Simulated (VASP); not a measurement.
Crystal: WSe2.

```xyz
6
Lattice="3.2900 0.0000 0.0000 -1.6450 2.8492 0.0000 0.0000 0.0000 12.9700" Properties=species:S:1:pos:R:3 pbc="T T T"
W     0.0000    1.8995    3.2425
W     1.6450    0.9497    9.7275
Se    0.0000    1.8995    8.0544
Se    1.6450    0.9497    1.5694
Se    0.0000    1.8995   11.4006
Se    1.6450    0.9497    4.9156
```

```yaml
Program: VASP 6.6.1
Task: relaxation of cell and atoms
Functional: PBE
Potentials_or_basis: VASP PAW PBE potentials, release 64 (W_sv, Se)
Cutoff: 600 eV
k_mesh: 9 × 9 × 2
Occupations: gaussian, width 0.02 eV
Spin: no spin polarisation
```

At the start: pressure 4.1 GPa; volume 20.26 Å³/atom.

Task: Where does the relaxation end?

Result: Over 16 steps the energy falls by 20.7 meV/atom and the volume is 23.70 Å³/atom (+17.0 %); space group P6_3/mmc (No. 194, to 0.1 Å) before and after.

The path:
```tsv
step	energy change (eV)	largest force (eV/Å)	pressure (GPa)	volume (Å³)
1	0.0000	0.2172	4.05	121.58
2	0.1017	1.1120	-6.06	130.82
3	-0.0397	0.2806	0.16	124.68
4	-0.0397	0.2711	0.23	124.62
5	-0.0508	0.1953	0.13	125.54
6	-0.0607	0.0272	-0.05	127.58
7	-0.0683	0.0333	-0.10	128.10
8	-0.0867	0.0505	-0.19	129.67
9	-0.1087	0.0766	-0.19	132.78
10	-0.1185	0.0764	0.36	138.86
11	-0.1235	0.0628	-0.49	143.25
12	-0.1239	0.0651	-0.32	142.31
13	-0.1184	0.2294	1.07	142.05
14	-0.1244	0.0015	0.00	142.25
15	-0.1244	0.0002	-0.01	142.25
16	-0.1244	0.0012	0.03	142.22
```

Final structure:
```
W Se
1.0
     3.32249    0.00000    0.00000
    -1.66124    2.87736    0.00000
     0.00000    0.00000   14.87663
W Se
2 4
Direct
  0.33333 0.66667 0.25000
  0.66667 0.33333 0.75000
  0.33333 0.66667 0.63706
  0.66667 0.33333 0.13706
  0.33333 0.66667 0.86294
  0.66667 0.33333 0.36294
```

Caveat: the volume moved by over 15 % at a fixed basis, so the end points are rough; this functional lacks dispersion, which binds layers or chains, so the pressure and a relaxed spacing across them are unreliable.
